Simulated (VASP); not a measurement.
# SiSn2 (P-3m1) in VASP: notebook

The runs below take SiSn2 through single point, with PBE.

All numbers are computed with VASP 6.6.1; they aren't measurements. Logs are shortened: lines on timing, memory, paths and dates and some standing lists are left out, and cuts for length are marked.

## (1) The cell of the first run

It takes space group P-3m1 (No. 164, trigonal). The conventional cell has a = 4.465 Å, b = 4.465 Å, c = 10.742 Å, α = 90.00°, β = 90.00°, γ = 120.00°. Si (site symmetry 3m) has 1 Si at 2.37 Å and 3 Sn at 2.69 Å within 3.1 Å. Within 3.5 Å of Sn (site symmetry 3m) lie 3 Si at 2.69 Å and 1 Sn at 2.87 Å. Sn (site symmetry 3m) has 4 Sn at 2.81 to 2.87 Å within 3.7 Å.

## (2) Single point, PBE

INCAR

```
ALGO = Fast
EDIFF = 1E-6
ENCUT = 520
GGA = PE
ISIF = 2
ISMEAR = 0
LASPH = True
LCHARG = True
LELF = True
LREAL = False
LVHAR = True
LWAVE = False
NBANDS = 41
NELM = 80
PREC = Accurate
SIGMA = 0.2
```

KPOINTS

```
k-points
0
Gamma
  4 4 2
```

POSCAR

```
SiSn2
1.0
    4.4645928693      0.0000000000      0.0000000000
   -2.2322964347      3.8664508424      0.0000000000
    0.0000000000      0.0000000000     10.7418256551
Si Sn
2 4
Direct
    0.0000000000      0.0000000000      0.1103827710
    0.0000000000      0.0000000000      0.8896172290
    0.6666666667      0.3333333333      0.1811410796
    0.6666666667      0.3333333333      0.4481006507
    0.3333333333      0.6666666667      0.8188589204
    0.3333333333      0.6666666667      0.5518993493
```

Potentials or basis: VASP PAW PBE potentials, release 64 (Si, Sn_d).

Launch:

```sh
$ cat potpaw_PBE.64/Si/POTCAR potpaw_PBE.64/Sn_d/POTCAR > POTCAR
$ mpirun -np 1 vasp_std > vasp.out
```

OUTCAR:

```text
EDIFF = 1E-6
   ENCUT = 520
   GGA = PE
   ISIF = 2
   ISMEAR = 0
   LASPH = True
   LREAL = False
   NELM = 80
   PREC = Accurate

 ion  position               nearest neighbor table
   1  0.000  0.000  0.110-   2 2.37   3 2.69   3 2.69   3 2.69
   2  0.000  0.000  0.890-   1 2.37   5 2.69   5 2.69   5 2.69
   3  0.667  0.333  0.181-   1 2.69   1 2.69   1 2.69   4 2.87
   4  0.667  0.333  0.448-   6 2.81   6 2.81   6 2.81   3 2.87
   5  0.333  0.667  0.819-   2 2.69   2 2.69   2 2.69   6 2.87
   6  0.333  0.667  0.552-   4 2.81   4 2.81   4 2.81   5 2.87

  LATTYP: Found a hexagonal cell.
 ALAT       =     4.4645928693
 C/A-ratio  =     2.4060034072

  Lattice vectors:

 A1 = (   4.4645928693,   0.0000000000,   0.0000000000)
 A2 = (  -2.2322964347,   3.8664508424,   0.0000000000)
 A3 = (   0.0000000000,   0.0000000000,  10.7418256551)

Analysis of symmetry for initial positions (statically):
=====================================================================
 Subroutine PRICEL returns:
 Original cell was already a primitive cell.

 Routine SETGRP: Setting up the symmetry group for a
 hexagonal supercell.

 Subroutine GETGRP returns: Found 12 space group operations
 (whereof 12 operations were pure point group operations)
 out of a pool of 24 trial point group operations.

The static configuration has the point symmetry D_3d.

Analysis of symmetry for dynamics (positions and initial velocities):
=====================================================================
 Subroutine PRICEL returns:
 Original cell was already a primitive cell.

 Routine SETGRP: Setting up the symmetry group for a
 hexagonal supercell.

 Subroutine GETGRP returns: Found 12 space group operations
 (whereof 12 operations were pure point group operations)
 out of a pool of 24 trial point group operations.

The dynamic configuration has the point symmetry D_3d.

 Subroutine INISYM returns: Found 12 space group operations
 (whereof 12 operations are pure point group operations),
 and found     1 'primitive' translations

----------------------------------------------------------------------------------------

                                     Primitive cell

  volume of cell :     185.4268

  direct lattice vectors                    reciprocal lattice vectors
     4.464592869  0.000000000  0.000000000     0.223984589  0.129317563  0.000000000
    -2.232296435  3.866450842  0.000000000     0.000000000  0.258635126  0.000000000
     0.000000000  0.000000000 10.741825655     0.000000000  0.000000000  0.093094045

  length of vectors
     4.464592869  4.464592869 10.741825655     0.258635126  0.258635126  0.093094045

  position of ions in fractional coordinates (direct lattice)
     0.000000000  0.000000000  0.110382771
     0.000000000  0.000000000  0.889617229
     0.666666667  0.333333333  0.181141080
     0.666666667  0.333333333  0.448100651
     0.333333333  0.666666667  0.818858920
     0.333333333  0.666666667  0.551899349

  ion indices of the primitive-cell ions
   primitive index   ion index
                 1           1
                 2           2
                 3           3
                 4           4
                 5           5
                 6           6

----------------------------------------------------------------------------------------

 KPOINTS: k-points

Automatic generation of k-mesh.
 Grid dimensions read from file:
 generate k-points for:    4    4    2

 Generating k-lattice:

  Cartesian coordinates                     Fractional coordinates (reciprocal lattice)
     0.055996147  0.032329391  0.000000000     0.250000000  0.000000000  0.000000000
     0.000000000  0.064658781  0.000000000     0.000000000  0.250000000  0.000000000
     0.000000000  0.000000000  0.046547022     0.000000000  0.000000000  0.500000000

  Length of vectors
     0.064658781  0.064658781  0.046547022

  Shift w.r.t. Gamma in fractional coordinates (k-lattice)
     0.000000000  0.000000000  0.000000000

 Subroutine IBZKPT returns following result:
 ===========================================

 Found      8 irreducible k-points:

 Following reciprocal coordinates:
            Coordinates               Weight
  0.000000  0.000000  0.000000      1.000000
  0.250000 -0.000000  0.000000      6.000000
  0.500000 -0.000000  0.000000      3.000000
  0.250000  0.250000  0.000000      6.000000
  0.000000  0.000000  0.500000      1.000000
  0.250000 -0.000000  0.500000      6.000000
  0.500000 -0.000000  0.500000      3.000000
  0.250000  0.250000  0.500000      6.000000
   k-points           NKPTS =      8   k-points in BZ     NKDIM =      8   number of bands    NBANDS=     41
   number of dos      NEDOS =    301   number of ions     NIONS =      6
   total plane-waves  NPLWV = 103680
   dimension x,y,z NGX =    36 NGY =   36 NGZ =   80
   dimension x,y,z NGXF=    72 NGYF=   72 NGZF=  160
   ions per type =               2   4
   NGX,Y,Z   is equivalent  to a cutoff of  13.41, 13.41, 12.38 a.u.
   NGXF,Y,Z  is equivalent  to a cutoff of  26.81, 26.81, 24.76 a.u.
 SYSTEM =  unknown system
   PREC   = accura    normal or accurate (medium, high low for compatibility)
   ISTART =      0    job   : 0-new  1-cont  2-samecut
   ICHARG =      2    charge: 1-file 2-atom 10-const
   ISPIN  =      1    spin polarized calculation?
   LNONCOLLINEAR =      F non collinear calculations
   LSORBIT =      F    spin-orbit coupling
   LASPH  =      T    aspherical Exc in radial PAW
   ENCUT  =  520.0 eV  38.22 Ry    6.18 a.u.   8.30  8.30 19.97*2*pi/ulx,y,z
   NELM   =     80;   NELMIN=  2; NELMDL= -5     # of ELM steps
   EDIFF  = 0.1E-05   stopping-criterion for ELM
   LREAL  =      F    real-space projection
   EDIFFG = 0.1E-04   stopping-criterion for IOM
   NSW    =      0    number of steps for IOM
   IBRION =     -1    ionic relax: 0-MD 1-quasi-New 2-CG
   NFREE  =      0    steps in history (QN), initial steepest desc. (CG)
   ISIF   =      2    stress and relaxation
   ISYM   =      2    0-nonsym 1-usesym 2-fastsym
   POTIM  = 0.5000    time-step for ionic-motion
   TEBEG  =    0.0;   TEEND  =   0.0 temperature during run
   PSTRESS=    0.0 pullay stress
   NELECT =      64.0000    total number of electrons
   NUPDOWN=      -1.0000    fix difference up-down
   EMIN   =  10.00;   EMAX   =-10.00  energy-range for DOS
   EFERMI =   0.00;   METHOD = LEGACY
   ISMEAR =     0;   SIGMA  =   0.20  broadening in eV -4-tet -1-fermi 0-gaus
   EFERMI_NEDOS =   21; number of points for ismear=-14 and -15
   IALGO  =     68    algorithm
   IMIX   =      4    mixing-type and parameters
     AMIX     =   0.40;   BMIX     =  1.00
     AMIX_MAG =   1.60;   BMIX_MAG =  1.00
  volume/ion in A,a.u.               =      30.90       208.55
  Fermi-wavevector in a.u.,A,eV,Ry     =   1.148358  2.170082 17.942361  1.318726
  Thomas-Fermi vector in A             =   2.285033
   LORBIT       =      0    0 simple, 1 ext, 2 COOP (PROOUT), +10 PAW based schemes
   GGA     = PE    functional components
   LHFCALC =     F    Hartree Fock is set to
   AEXX    =    0.0000 exact exchange contribution
   IVDW    =     0    specifies the selected vdW correction
   LEPSILON=     F    determine dielectric tensor
   LRPA    =     F    only Hartree local field effects (RPA)
 non-spin polarized calculation
 RMM-DIIS sequential band-by-band and
 Gauss-broadening in eV      SIGMA  =   0.20
  energy-cutoff  :      520.00
  volume of cell :      185.43
 maximum number of plane-waves:      5032
 NGX is ok and might be reduce to    36

 number of electron      64.0000027 magnetization

 Free energy of the ion-electron system (eV)
  ---------------------------------------------------
  ext. energy  EPLUGINS =         0.00000000
  ---------------------------------------------------
  free energy    TOTEN  =       -25.33327333 eV

  energy without entropy =      -25.31630554  energy(sigma->0) =      -25.32478944

 E-fermi :   5.2400     XC(G=0):  -8.8201

 val. band max:        5.1792420751   @ k =   0.0000   0.0000   0.5000
 cond. band min:       5.3384097840   @ k =   0.0000   0.0000   0.0000
 fundamental gap:      0.1591677088
 Fermi energy:         5.2399723450

 k-point     1 :       0.0000    0.0000    0.0000
  band No.  band energies     occupation
      1     -16.3107      2.00000
      2     -16.3107      2.00000
      3     -16.2967      2.00000
      4     -16.2806      2.00000
      5     -16.2045      2.00000
      6     -16.2045      2.00000
[... 33 lines left out ...]
     40       8.1066      0.00000
     41       8.7464      0.00000

 k-point     2 :       0.2500   -0.0000    0.0000
  band No.  band energies     occupation
      1     -16.3213      2.00000
      2     -16.3144      2.00000
      3     -16.2874      2.00000
      4     -16.2521      2.00000
      5     -16.1941      2.00000
      6     -16.1901      2.00000
[... 33 lines left out ...]
     40       9.2433      0.00000
     41       9.2920      0.00000

 k-point     3 :       0.5000   -0.0000    0.0000
  band No.  band energies     occupation
      1     -16.3144      2.00000
      2     -16.3104      2.00000
      3     -16.2971      2.00000
      4     -16.2011      2.00000
      5     -16.1862      2.00000
      6     -16.1847      2.00000
[... 33 lines left out ...]
     40       9.6117      0.00000
     41      10.7443      0.00000

 k-point     4 :       0.2500    0.2500    0.0000
  band No.  band energies     occupation
      1     -16.3251      2.00000
      2     -16.3122      2.00000
      3     -16.2960      2.00000
      4     -16.1996      2.00000
      5     -16.1875      2.00000
      6     -16.1823      2.00000
[... 33 lines left out ...]
     40       9.6609      0.00000
     41       9.9852      0.00000

 k-point     5 :       0.0000    0.0000    0.5000
  band No.  band energies     occupation
      1     -16.3106      2.00000
      2     -16.3106      2.00000
      3     -16.2970      2.00000
      4     -16.2802      2.00000
      5     -16.2048      2.00000
      6     -16.2048      2.00000
[... 33 lines left out ...]
     40       8.2200      0.00000
     41       8.5296      0.00000

 k-point     6 :       0.2500   -0.0000    0.5000
  band No.  band energies     occupation
      1     -16.3217      2.00000
      2     -16.3143      2.00000
      3     -16.2874      2.00000
      4     -16.2518      2.00000
      5     -16.1930      2.00000
      6     -16.1905      2.00000
[... 33 lines left out ...]
     40       9.8402      0.00000
     41       9.9377      0.00000

 k-point     7 :       0.5000   -0.0000    0.5000
  band No.  band energies     occupation
      1     -16.3143      2.00000
      2     -16.3108      2.00000
      3     -16.2974      2.00000
      4     -16.1999      2.00000
      5     -16.1878      2.00000
      6     -16.1827      2.00000
[... 33 lines left out ...]
     40      10.9492      0.00000
     41      11.7421      0.00000

 k-point     8 :       0.2500    0.2500    0.5000
  band No.  band energies     occupation
      1     -16.3250      2.00000
      2     -16.3127      2.00000
      3     -16.2962      2.00000
      4     -16.1987      2.00000
      5     -16.1857      2.00000
      6     -16.1843      2.00000
[... 33 lines left out ...]
     40       9.3870      0.00000
     41       9.4964      0.00000

------------------------ aborting loop because EDIFF is reached ----------------------------------------

  FORCE on cell =-STRESS in cart. coord.  units (eV):
  Direction    XX          YY          ZZ          XY          YZ          ZX
  --------------------------------------------------------------------------------------
  -------------------------------------------------------------------------------------
  Total        0.0243491      0.0243491      0.0159752     -0.0000000      0.0000000      0.0000000
  in kB        0.2103882      0.2103882      0.1380334     -0.0000000      0.0000000      0.0000000
  external PRESSURE =       0.1862699 kB  Pullay stress =       0.0000000 kB

 VOLUME and BASIS-vectors are now :
 -----------------------------------------------------------------------------
  energy-cutoff  :      520.00
  volume of cell :      185.43
      direct lattice vectors                 reciprocal lattice vectors
     4.464592869  0.000000000  0.000000000     0.223984589  0.129317563  0.000000000
    -2.232296435  3.866450842  0.000000000     0.000000000  0.258635126  0.000000000
     0.000000000  0.000000000 10.741825655     0.000000000  0.000000000  0.093094045

 POSITION                                       TOTAL-FORCE (eV/Angst)
 -----------------------------------------------------------------------------------
      0.00000      0.00000      1.18571         0.000000      0.000000     -0.035775
      0.00000      0.00000      9.55611         0.000000     -0.000000      0.035775
      2.23230      1.28882      1.94579        -0.000000     -0.000000     -0.029697
      2.23230      1.28882      4.81342         0.000000      0.000000     -0.042921
     -0.00000      2.57763      8.79604        -0.000000      0.000000      0.029697
     -0.00000      2.57763      5.92841         0.000000     -0.000000      0.042921
 -----------------------------------------------------------------------------------
    total drift:                                0.000000      0.000000     -0.000000

  FREE ENERGIE OF THE ION-ELECTRON SYSTEM (eV)
  ---------------------------------------------------
  free  energy   TOTEN  =       -25.3332733266 eV

  energy  without entropy=      -25.3163055441  energy(sigma->0) =      -25.32478944
```

Run time: 41 s. Hardware: 1 thread of Intel Xeon 6975P-C (Granite Rapids), shared host; peak memory 0.32 GiB.

What came out:

```yaml
Free_energy: -25.3333 eV
Pressure: 0.0 GPa
Largest_force: 0.043 eV/Å
Band_gap_on_the_k_mesh: zero (band 32 reaches 5.34 eV, above the bottom of band 33 at 5.18 eV)
```

Forces on the atoms (eV/Å):
```
Si   0.000  0.000 -0.036
Si   0.000  0.000  0.036
Sn   0.000  0.000 -0.030
Sn   0.000  0.000 -0.043
Sn   0.000  0.000  0.030
Sn   0.000  0.000  0.043
```

Caveat: the k points lie up to 0.41 Å⁻¹ apart; spin-orbit coupling is left out, which moves the levels of the heavy elements.

## (3) Single point, PBE

This run uses another cell than the first one: it holds 12 atoms, not 6.

INCAR

```
PREC = Accurate
ENCUT = 520
EDIFF = 1E-7
ISMEAR = 0
SIGMA = 0.2
LREAL = F
LASPH = T
NELM = 80
ALGO = Fast
ISIF = 2
LWAVE = F
LCHARG = F
GGA = PE
NBANDS = 76
```

KPOINTS

```
Automatic mesh
0
Gamma
  4 4 1
```

POSCAR

```
SiSn2
1.0
    4.4287813094      0.0000000000      0.0000000000
   -2.2143906547      3.8354371217      0.0000000000
    0.0000000000      0.0000000000     21.8342915304
Si Sn
4 8
Direct
    0.6666666667      0.3333333333      0.0801892288
    0.0000000000      0.0000000000      0.0545053087
    0.0000000000      0.0000000000      0.9454946913
    0.3333333333      0.6666666667      0.9198107712
    0.6666666667      0.3333333333      0.2002944706
    0.3333333333      0.6666666667      0.3827114889
    0.3333333333      0.6666666667      0.2526611355
    0.0000000000      0.0000000000      0.4347145962
    0.0000000000      0.0000000000      0.5652854038
    0.3333333333      0.6666666667      0.7997055294
    0.6666666667      0.3333333333      0.6172885111
    0.6666666667      0.3333333333      0.7473388645
```

Potentials or basis: VASP PAW PBE potentials, release 64 (Si, Sn_d).

Launch:

```sh
$ cat potpaw_PBE.64/Si/POTCAR potpaw_PBE.64/Sn_d/POTCAR > POTCAR
$ mpirun -np 1 vasp_std > vasp.out
```

Wall time 1.8 min (1 thread of Intel Xeon 6975P-C (Granite Rapids), shared host); peak memory 0.5 GiB.

The run converged. Its results:

```
Free energy            : -49.8075 eV
Pressure               : 0.0 GPa
Largest force          : 0.049 eV/Å
Band gap on the k mesh : zero (band 64 reaches 5.32 eV, above the bottom of band 65 at 5.30 eV)
```

Forces on the atoms (eV/Å):
```
Si   0.000  0.000 -0.049
Si   0.000  0.000 -0.041
Si   0.000  0.000  0.041
Si   0.000  0.000  0.049
Sn   0.000  0.000  0.011
Sn   0.000  0.000  0.028
Sn   0.000  0.000 -0.021
Sn   0.000  0.000 -0.027
Sn   0.000  0.000  0.027
Sn   0.000  0.000 -0.011
Sn   0.000  0.000 -0.028
Sn   0.000  0.000  0.021
```

Stress tensor (GPa, compression positive):
```
-0.02  0.00  0.00
 0.00 -0.02  0.00
 0.00  0.00  0.06
```

Levels at points of the mesh, in eV from the Fermi level:
| k point | band 61 | band 62 | band 63 | band 64 | band 65 | band 66 | band 67 | band 68 |
| --- | --- | --- | --- | --- | --- | --- | --- | --- |
| (0.00, 0.00, 0.00) | -0.19 | -0.14 | 0.06 | 0.06 | 0.43 | 0.43 | 0.45 | 1.04 |
| (0.50, 0.00, 0.00) | -1.49 | -1.27 | -1.23 | -0.90 | 0.03 | 0.14 | 0.66 | 1.02 |

Caveat: the k points lie up to 0.41 Å⁻¹ apart; spin-orbit coupling is left out, which moves the levels of the heavy elements.
